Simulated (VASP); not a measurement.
Runs of VASP 6.6.1 on Mg3TiAs3. The structure is that of space group Pm-3m (No. 221), or close to it. The cells are those of the table. 

```tsv
task	spin	cell	k mesh	cutoff (eV)	gap on the mesh (eV)	pressure (GPa)	moment (μB)
single point	collinear, ferromagnetic start	a = 5.511 Å, 7 atoms	4 × 4 × 4	520	none	0.0	(a)
single point	off	a = 5.178 Å, 7 atoms	4 × 4 × 4	520	none	10.6	-
relaxation of cell and atoms	off	relaxed from a = 5.178 Å, 7 atoms	4 × 4 × 4	600	none	-0.3	-
single point	off	a = 5.511 Å, 7 atoms	4 × 4 × 4	520	none	0.0	-
single point	collinear, ferromagnetic start	a = 5.515 Å, 7 atoms	8 × 8 × 8	520	none	-0.1	3.01
```

Alike in all rows: level PBE; potentials or basis VASP PAW PBE potentials, release 64 (Mg, Ti_sv, As); smearing gaussian 0.1 eV.

**Question.** Fill in the values left out.

**Answer.** (a) 0.00.

A k mesh can miss the band edges, and the runs leave out spin-orbit coupling on As.

A gap of «none» marks levels without a gap at the run's occupations.
